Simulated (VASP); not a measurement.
SiC (Moissanite):

```
Si C
1.0
     3.09637    0.00000    0.00000
    -1.54819    2.68154    0.00000
     0.00000    0.00000    5.08143
Si C
2 2
Cartesian
  1.5482 0.8938 2.5407
  0.0000 1.7877 0.0000
  1.5482 0.8938 4.4971
  0.0000 1.7877 1.9564
```

Base run:

| Quantity | Value |
| --- | --- |
| Program | VASP 6.6.1 |
| Functional | revPBE |
| Dispersion | D3(BJ) |
| Potentials or basis | VASP PAW PBE potentials, release 64 (Si, C) |
| Cutoff | 520 eV |
| k mesh | 10 × 10 × 5 |
| Occupations | fermi-dirac, width 0.05 eV |
| Spin | no spin polarisation |

Its results: band gap on the k mesh 2.54 eV, indirect (least direct gap 4.06 eV); pressure -7.7 GPa; largest force 0.731 eV/Å.

Problem. The run is repeated on the same cell with these changes: dispersion from D3(BJ) to none. What comes out?

Solution. Band gap on the k mesh 2.54 eV, indirect (least direct gap 4.06 eV); pressure 1.4 GPa; largest force 0.727 eV/Å.

Dispersion adds attraction, which lowers the pressure at fixed volume and, as a term added to the energy, leaves the levels alone.

Caveats: the PAW data sets were made with another functional, which shifts forces and pressure a little.

A k mesh can miss the band edges.
